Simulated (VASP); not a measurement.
# Ta (P6_3/mmc) in VASP: further runs, part 2 of 2

VASP 6.6.1. Earlier steps stand in the parts before.

## 4. Single point, PBEsol

INCAR

```
SYSTEM = Ta
ALGO = Normal
EDIFF = 1E-6
ENCUT = 520
GGA = PS
ISIF = 2
ISMEAR = -1
LASPH = .TRUE.
LCHARG = .FALSE.
LREAL = .FALSE.
LWAVE = .FALSE.
NBANDS = 18
NELM = 100
PREC = Accurate
SIGMA = 0.1
```

KPOINTS

```
k-points
0
G
  6 6 3
  0 0 0
```

POSCAR

```
Ta
1.0
    2.9003700000      0.0000000000      0.0000000000
   -1.4501900000      2.5118000000      0.0000000000
    0.0000000000      0.0000000000      5.1662700000
Ta
2
Direct
    0.6666666667      0.3333333333      0.7500000000
    0.3333333333      0.6666666667      0.2500000000
```

Potentials or basis: VASP PAW PBE potentials, release 64 (Ta_pv).

The run is started by

```
$ cat potpaw_PBE.64/Ta_pv/POTCAR > POTCAR
$ mpirun -np 1 vasp_std > vasp.out
```

OUTCAR:

```text
SYSTEM = Ta
   EDIFF = 1E-6
   ENCUT = 520
   GGA = PS
   ISIF = 2
   ISMEAR = -1
   LASPH = .TRUE.
   LREAL = .FALSE.
   NELM = 100
   PREC = Accurate

 ion  position               nearest neighbor table
   1  0.667  0.333  0.750-   2 3.08   2 3.08   2 3.08   2 3.08   2 3.08   2 3.08
   2  0.333  0.667  0.250-   1 3.08   1 3.08   1 3.08   1 3.08   1 3.08   1 3.08

  LATTYP: Found a hexagonal cell.
 ALAT       =     2.9003700000
 C/A-ratio  =     1.7812451515

  Lattice vectors:

 A1 = (   2.9003700000,   0.0000000000,   0.0000000000)
 A2 = (  -1.4501900000,   2.5118000000,   0.0000000000)
 A3 = (   0.0000000000,   0.0000000000,   5.1662700000)

Analysis of symmetry for initial positions (statically):
=====================================================================
 Subroutine PRICEL returns:
 Original cell was already a primitive cell.

 Routine SETGRP: Setting up the symmetry group for a
 hexagonal supercell.

 Subroutine GETGRP returns: Found 24 space group operations
 (whereof 12 operations were pure point group operations)
 out of a pool of 24 trial point group operations.

The static configuration has the point symmetry D_3d.
 The point group associated with its full space group is D_6h.

Analysis of symmetry for dynamics (positions and initial velocities):
=====================================================================
 Subroutine PRICEL returns:
 Original cell was already a primitive cell.

 Routine SETGRP: Setting up the symmetry group for a
 hexagonal supercell.

 Subroutine GETGRP returns: Found 24 space group operations
 (whereof 12 operations were pure point group operations)
 out of a pool of 24 trial point group operations.

The dynamic configuration has the point symmetry D_3d.
 The point group associated with its full space group is D_6h.

 Subroutine INISYM returns: Found 24 space group operations
 (whereof 12 operations are pure point group operations),
 and found     1 'primitive' translations

----------------------------------------------------------------------------------------

                                     Primitive cell

  volume of cell :      37.6370

  direct lattice vectors                    reciprocal lattice vectors
     2.900370000  0.000000000  0.000000000     0.344783597  0.199061121  0.000000000
    -1.450190000  2.511800000  0.000000000     0.000000000  0.398120869  0.000000000
     0.000000000  0.000000000  5.166270000     0.000000000  0.000000000  0.193563248

  length of vectors
     2.900370000  2.900377609  5.166270000     0.398121914  0.398120869  0.193563248

  position of ions in fractional coordinates (direct lattice)
     0.666666667  0.333333333  0.750000000
     0.333333333  0.666666667  0.250000000

  ion indices of the primitive-cell ions
   primitive index   ion index
                 1           1
                 2           2

----------------------------------------------------------------------------------------

 KPOINTS: k-points

Automatic generation of k-mesh.
 Grid dimensions read from file:
 generate k-points for:    6    6    3

 Generating k-lattice:

  Cartesian coordinates                     Fractional coordinates (reciprocal lattice)
     0.057463933  0.033176854  0.000000000     0.166666667 -0.000000000  0.000000000
     0.000000000  0.066353478  0.000000000     0.000000000  0.166666667  0.000000000
     0.000000000  0.000000000  0.064521083     0.000000000  0.000000000  0.333333333

  Length of vectors
     0.066353652  0.066353478  0.064521083

  Shift w.r.t. Gamma in fractional coordinates (k-lattice)
     0.000000000  0.000000000  0.000000000

 Subroutine IBZKPT returns following result:
 ===========================================

 Found     14 irreducible k-points:

 Following reciprocal coordinates:
            Coordinates               Weight
  0.000000  0.000000  0.000000      1.000000
  0.166667  0.000000  0.000000      6.000000
  0.333333  0.000000  0.000000      6.000000
  0.500000  0.000000  0.000000      3.000000
  0.166667  0.166667  0.000000      6.000000
  0.333333  0.166667  0.000000     12.000000
  0.333333  0.333333  0.000000      2.000000
  0.000000  0.000000  0.333333      2.000000
  0.166667  0.000000  0.333333     12.000000
  0.333333  0.000000  0.333333     12.000000
  0.500000  0.000000  0.333333      6.000000
  0.166667  0.166667  0.333333     12.000000
  0.333333  0.166667  0.333333     24.000000
  0.333333  0.333333  0.333333      4.000000
   k-points           NKPTS =     14   k-points in BZ     NKDIM =     14   number of bands    NBANDS=     18
   number of dos      NEDOS =    301   number of ions     NIONS =      2
   total plane-waves  NPLWV =  23040
   dimension x,y,z NGX =    24 NGY =   24 NGZ =   40
   dimension x,y,z NGXF=    48 NGYF=   48 NGZF=   80
   ions per type =               2
   NGX,Y,Z   is equivalent  to a cutoff of  13.76, 13.76, 12.87 a.u.
   NGXF,Y,Z  is equivalent  to a cutoff of  27.51, 27.51, 25.74 a.u.
 SYSTEM =  Ta
   PREC   = accura    normal or accurate (medium, high low for compatibility)
   ISTART =      0    job   : 0-new  1-cont  2-samecut
   ICHARG =      2    charge: 1-file 2-atom 10-const
   ISPIN  =      1    spin polarized calculation?
   LNONCOLLINEAR =      F non collinear calculations
   LSORBIT =      F    spin-orbit coupling
   LASPH  =      T    aspherical Exc in radial PAW
   ENCUT  =  520.0 eV  38.22 Ry    6.18 a.u.   5.39  5.39  9.61*2*pi/ulx,y,z
   NELM   =    100;   NELMIN=  2; NELMDL= -5     # of ELM steps
   EDIFF  = 0.1E-05   stopping-criterion for ELM
   LREAL  =      F    real-space projection
   EDIFFG = 0.1E-04   stopping-criterion for IOM
   NSW    =      0    number of steps for IOM
   IBRION =     -1    ionic relax: 0-MD 1-quasi-New 2-CG
   NFREE  =      0    steps in history (QN), initial steepest desc. (CG)
   ISIF   =      2    stress and relaxation
   ISYM   =      2    0-nonsym 1-usesym 2-fastsym
   POTIM  = 0.5000    time-step for ionic-motion
   TEBEG  =    0.0;   TEEND  =   0.0 temperature during run
   PSTRESS=    0.0 pullay stress
   NELECT =      22.0000    total number of electrons
   NUPDOWN=      -1.0000    fix difference up-down
   EMIN   =  10.00;   EMAX   =-10.00  energy-range for DOS
   EFERMI =   0.00;   METHOD = LEGACY
   ISMEAR =    -1;   SIGMA  =   0.10  broadening in eV -4-tet -1-fermi 0-gaus
   EFERMI_NEDOS =   21; number of points for ismear=-14 and -15
   IALGO  =     38    algorithm
   IMIX   =      4    mixing-type and parameters
     AMIX     =   0.40;   BMIX     =  1.00
     AMIX_MAG =   1.60;   BMIX_MAG =  1.00
  volume/ion in A,a.u.               =      18.82       126.99
  Fermi-wavevector in a.u.,A,eV,Ry     =   1.368812  2.586680 25.492513  1.873647
  Thomas-Fermi vector in A             =   2.494743
   LORBIT       =      0    0 simple, 1 ext, 2 COOP (PROOUT), +10 PAW based schemes
   GGA     = PS    functional components
   LHFCALC =     F    Hartree Fock is set to
   AEXX    =    0.0000 exact exchange contribution
   IVDW    =     0    specifies the selected vdW correction
   LEPSILON=     F    determine dielectric tensor
   LRPA    =     F    only Hartree local field effects (RPA)
 non-spin polarized calculation
  energy-cutoff  :      520.00
  volume of cell :       37.64
 maximum number of plane-waves:      1045
 NGX is ok and might be reduce to    24
   NGX = 11   NGY = 11   NGZ = 19

 number of electron      22.0000002 magnetization

 Free energy of the ion-electron system (eV)
  ---------------------------------------------------
  ext. energy  EPLUGINS =         0.00000000
  ---------------------------------------------------
  free energy    TOTEN  =       -24.51826399 eV

  energy without entropy =      -24.44028566  energy(sigma->0) =      -24.47927483

 E-fermi :   5.4094     XC(G=0): -12.4928

 val. band max:        5.3400132481   @ k =   0.3333   0.0000   0.0000
 cond. band min:       5.4625683757   @ k =   0.3333   0.0000   0.3333
 fundamental gap:      0.1225551276
 Fermi energy:         5.4093804272

 k-point     1 :       0.0000    0.0000    0.0000
  band No.  band energies     occupation
      1     -29.1158      2.00000
      2     -28.3023      2.00000
      3     -28.1931      2.00000
      4     -28.1931      2.00000
      5     -28.1110      2.00000
      6     -28.1110      2.00000
[... 10 lines left out ...]
     17      10.5109      0.00000
     18      10.5109      0.00000
[... 256 lines left out ...]
      2     -28.9443      2.00000
      3     -28.9138      2.00000
      4     -28.8121      2.00000
      5     -28.4586      2.00000
      6     -28.4586      2.00000
[... 10 lines left out ...]
     17      13.3690      0.00000
     18      13.3690      0.00000

------------------------ aborting loop because EDIFF is reached ----------------------------------------

  FORCE on cell =-STRESS in cart. coord.  units (eV):
  Direction    XX          YY          ZZ          XY          YZ          ZX
  --------------------------------------------------------------------------------------
  -------------------------------------------------------------------------------------
  Total       -1.8209048     -1.8209133     -1.6558585      0.0000036     -0.0000000      0.0000000
  in kB      -77.5143761    -77.5147402    -70.4884954      0.0001543     -0.0000000      0.0000000
  external PRESSURE =     -75.1725372 kB  Pullay stress =       0.0000000 kB

 VOLUME and BASIS-vectors are now :
 -----------------------------------------------------------------------------
  energy-cutoff  :      520.00
  volume of cell :       37.64
      direct lattice vectors                 reciprocal lattice vectors
     2.900370000  0.000000000  0.000000000     0.344783597  0.199061121  0.000000000
    -1.450190000  2.511800000  0.000000000     0.000000000  0.398120869  0.000000000
     0.000000000  0.000000000  5.166270000     0.000000000  0.000000000  0.193563248

 POSITION                                       TOTAL-FORCE (eV/Angst)
 -----------------------------------------------------------------------------------
      1.45018      0.83727      3.87470         0.000000     -0.000000      0.000000
     -0.00000      1.67453      1.29157        -0.000000      0.000000      0.000000
 -----------------------------------------------------------------------------------
    total drift:                               -0.000000      0.000000     -0.000000

  FREE ENERGIE OF THE ION-ELECTRON SYSTEM (eV)
  ---------------------------------------------------
  free  energy   TOTEN  =       -24.5182639930 eV

  energy  without entropy=      -24.4402856580  energy(sigma->0) =      -24.47927483
```

OSZICAR:

```text
N       E                     dE             d eps       ncg     rms          rms(c)
DAV:   1     0.162411853045E+03    0.16241E+03   -0.12624E+04   504   0.126E+03
DAV:   2    -0.216458193020E+02   -0.18406E+03   -0.18141E+03   612   0.347E+02
DAV:   3    -0.255304958989E+02   -0.38847E+01   -0.38394E+01   612   0.483E+01
DAV:   4    -0.255565514110E+02   -0.26056E-01   -0.26024E-01   582   0.424E+00
DAV:   5    -0.255567512220E+02   -0.19981E-03   -0.19979E-03   562   0.352E-01    0.180E+01
DAV:   6    -0.247642335308E+02    0.79252E+00   -0.84935E-01   550   0.786E+00    0.859E+00
DAV:   7    -0.245220870039E+02    0.24215E+00   -0.69909E-01   562   0.671E+00    0.474E-01
DAV:   8    -0.245183181848E+02    0.37688E-02   -0.10167E-02   554   0.906E-01    0.137E-01
DAV:   9    -0.245182705250E+02    0.47660E-04   -0.25295E-04   596   0.127E-01    0.431E-02
DAV:  10    -0.245182645446E+02    0.59804E-05   -0.25239E-05   592   0.368E-02    0.525E-03
DAV:  11    -0.245182639930E+02    0.55158E-06   -0.22179E-06   442   0.110E-02
   1 F= -.24518264E+02 E0= -.24479275E+02  d E =-.779783E-01
```

stdout:

```text
POSCAR found type information on POSCAR Ta
 POSCAR found :  1 types and       2 ions
 scaLAPACK will be used
 -----------------------------------------------------------------------------
|                                                                             |
|                                                                             |
|     You enforced a specific xc type in the INCAR file but a different       |
|     I HOPE YOU KNOW WHAT YOU ARE DOING!                                     |
|                                                                             |
 -----------------------------------------------------------------------------

 LDA part: xc-table for (Slater+PW92), standard interpolation
 POSCAR, INCAR and KPOINTS ok, starting setup
 FFT: planning ... GRIDC
 FFT: planning ... GRID_SOFT
 FFT: planning ... GRID
 WAVECAR not read
 entering main loop
```

It took 12 s on 1 thread of AMD EPYC 7R43 (Zen 3), shared host; peak memory 0.12 GiB.

Results:

* Free energy: -24.5183 eV
* Pressure: -7.5 GPa
* Band gap on the k mesh: zero (band 11 reaches 6.11 eV, above the bottom of band 12 at 4.80 eV)

Levels at points of the mesh, in eV from the Fermi level:
```
           k point  band 9  band 10  band 11  band 12  band 13  band 14
(0.00, 0.00, 0.00)   -0.57    -0.11     0.57     0.57     1.13     1.13
(0.50, 0.00, 0.00)   -3.33    -0.46    -0.38     0.48     0.84     5.50
```

Caveat: the k points lie up to 0.42 Å⁻¹ apart; the PAW data sets were made with another functional, which shifts forces and pressure a little; spin-orbit coupling is left out, which moves the levels of the heavy elements.

## 5. Single point, PBEsol

INCAR

```
SYSTEM = Ta
  PREC = Accurate
  ENCUT = 520
  EDIFF = 1E-7
  ISMEAR = -1
  SIGMA = 0.1
  LREAL = .False.
  LASPH = .True.
  NELM = 100
  ALGO = Normal
  ISIF = 2
  LWAVE = .False.
  LCHARG = .True.
  GGA = PS
  LELF = .True.
  LVHAR = .True.
  NBANDS = 18
```

KPOINTS

```
Automatic mesh
0
Gamma
  7 7 4
  0 0 0
```

POSCAR is that of step 4.

Potentials or basis: VASP PAW PBE potentials, release 64 (Ta_pv).

The run is started by

```
$ cat potpaw_PBE.64/Ta_pv/POTCAR > POTCAR
$ mpirun -np 1 vasp_std > vasp.out
```

OUTCAR:

```text
SYSTEM = Ta
   PREC = Accurate
   ENCUT = 520
   EDIFF = 1E-7
   ISMEAR = -1
   LREAL = .False.
   LASPH = .True.
   NELM = 100
   ISIF = 2
   GGA = PS

 ion  position               nearest neighbor table
   1  0.667  0.333  0.750-   2 3.08   2 3.08   2 3.08   2 3.08   2 3.08   2 3.08
   2  0.333  0.667  0.250-   1 3.08   1 3.08   1 3.08   1 3.08   1 3.08   1 3.08

  LATTYP: Found a hexagonal cell.
 ALAT       =     2.9003700000
 C/A-ratio  =     1.7812451515

  Lattice vectors:

[... 689 lines left out ...]

------------------------ aborting loop because EDIFF is reached ----------------------------------------

  FORCE on cell =-STRESS in cart. coord.  units (eV):
  Direction    XX          YY          ZZ          XY          YZ          ZX
  --------------------------------------------------------------------------------------
  -------------------------------------------------------------------------------------
  Total       -1.3571157     -1.3571221     -1.6608741      0.0000027      0.0000000     -0.0000000
  in kB      -57.7712687    -57.7715400    -70.7020058      0.0001150      0.0000000     -0.0000000
  external PRESSURE =     -62.0816048 kB  Pullay stress =       0.0000000 kB

 VOLUME and BASIS-vectors are now :
 -----------------------------------------------------------------------------
  energy-cutoff  :      520.00
  volume of cell :       37.64
      direct lattice vectors                 reciprocal lattice vectors
     2.900370000  0.000000000  0.000000000     0.344783597  0.199061121  0.000000000
    -1.450190000  2.511800000  0.000000000     0.000000000  0.398120869  0.000000000
     0.000000000  0.000000000  5.166270000     0.000000000  0.000000000  0.193563248

 POSITION                                       TOTAL-FORCE (eV/Angst)
 -----------------------------------------------------------------------------------
      1.45018      0.83727      3.87470        -0.000000      0.000000      0.000000
     -0.00000      1.67453      1.29157         0.000000     -0.000000      0.000000
 -----------------------------------------------------------------------------------
    total drift:                               -0.000000      0.000000     -0.000000

  FREE ENERGIE OF THE ION-ELECTRON SYSTEM (eV)
  ---------------------------------------------------
  free  energy   TOTEN  =       -24.5000189553 eV

  energy  without entropy=      -24.4009339760  energy(sigma->0) =      -24.45047647
```

stdout:

```text
POSCAR found type information on POSCAR Ta
 POSCAR found :  1 types and       2 ions
 scaLAPACK will be used
 -----------------------------------------------------------------------------
|                                                                             |
|                                                                             |
|     You enforced a specific xc type in the INCAR file but a different       |
|     I HOPE YOU KNOW WHAT YOU ARE DOING!                                     |
|                                                                             |
 -----------------------------------------------------------------------------

 LDA part: xc-table for (Slater+PW92), standard interpolation
 POSCAR, INCAR and KPOINTS ok, starting setup
 FFT: planning ... GRIDC
 FFT: planning ... GRID_SOFT
 FFT: planning ... GRID
 WAVECAR not read
 entering main loop
```

Run time: 32 s. Hardware: 1 thread of AMD EPYC 7R43 (Zen 3), shared host; peak memory 0.13 GiB.

Results:

| Quantity | Value |
| --- | --- |
| Free energy | -24.5000 eV |
| Pressure | -6.2 GPa |
| Band gap on the k mesh | zero (band 11 reaches 6.63 eV, above the bottom of band 12 at 4.76 eV) |

Caveat: the PAW data sets were made with another functional, which shifts forces and pressure a little; spin-orbit coupling is left out, which moves the levels of the heavy elements.

## 6. Single point, PBEsol

INCAR

```
PREC     = Accurate       # precision mode
ENCUT    = 520            # plane-wave cutoff, eV
EDIFF    = 1E-7           # SCF threshold, eV
ISMEAR   = -1             # smearing method
SIGMA    = 0.1            # smearing width, eV
LREAL    = False          # projectors in reciprocal space
LASPH    = True           # aspherical terms in the spheres
NELM     = 100            # most SCF steps
ALGO     = Normal         # electronic algorithm
ISIF     = 2              # what is computed and relaxed
LWAVE    = False          # write WAVECAR
LCHARG   = False          # write CHGCAR
GGA      = PS             # functional
NBANDS   = 18             # bands
```

KPOINTS

```
Automatic mesh
0
Gamma
  8 8 4
```

POSCAR is that of step 5.

Potentials or basis: VASP PAW PBE potentials, release 64 (Ta_pv).

The run is started by

```
$ cat potpaw_PBE.64/Ta_pv/POTCAR > POTCAR
$ mpirun -np 1 vasp_std > vasp.out
```

Run time: 28 s. Hardware: 1 thread of AMD EPYC 7R43 (Zen 3), shared host; peak memory 0.12 GiB.

It converged, with:

```
Free energy            : -24.5414 eV
Pressure               : -7.0 GPa
Band gap on the k mesh : zero (band 11 reaches 6.89 eV, above the bottom of band 12 at 4.73 eV)
```

Stress tensor (GPa, compression positive):
```
-7.22  0.00  0.00
 0.00 -7.22  0.00
 0.00  0.00 -6.41
```

Levels at points of the mesh, in eV from the Fermi level:
```
           k point  band 8  band 9  band 10  band 11  band 12  band 13  band 14  band 15
(0.00, 0.00, 0.00)   -4.87   -0.52    -0.06     0.63     0.63     1.19     1.19     3.00
(0.50, 0.00, 0.00)   -3.79   -3.28    -0.41    -0.33     0.54     0.89     5.55     6.45
(0.00, 0.00, 0.50)   -6.31   -1.12    -1.12     0.68     0.68     0.68     0.68     4.43
(0.50, 0.00, 0.50)   -4.28   -2.25    -2.25     1.53     1.53     2.63     2.63     5.55
```

Caveat: the PAW data sets were made with another functional, which shifts forces and pressure a little; spin-orbit coupling is left out, which moves the levels of the heavy elements.

## 7. The runs side by side

```csv
k mesh,gap on the mesh (eV),pressure (GPa)
4 × 4 × 2,none,-4.7
5 × 5 × 3,none,-8.6
6 × 6 × 3,none,-7.5
7 × 7 × 4,none,-6.2
8 × 8 × 4,none,-7.0
```

Alike in all rows: task single point; level PBEsol; potentials or basis VASP PAW PBE potentials, release 64 (Ta_pv); no spin polarisation; cell as given; cutoff (eV) 520; smearing fermi-dirac 0.1 eV.

Caveats: some runs use coarse meshes; the PAW data sets were made with another functional, which shifts forces and pressure a little; spin-orbit coupling is left out, which moves the levels of the heavy elements.

Absolute energies hang on the potentials; compare differences alone.
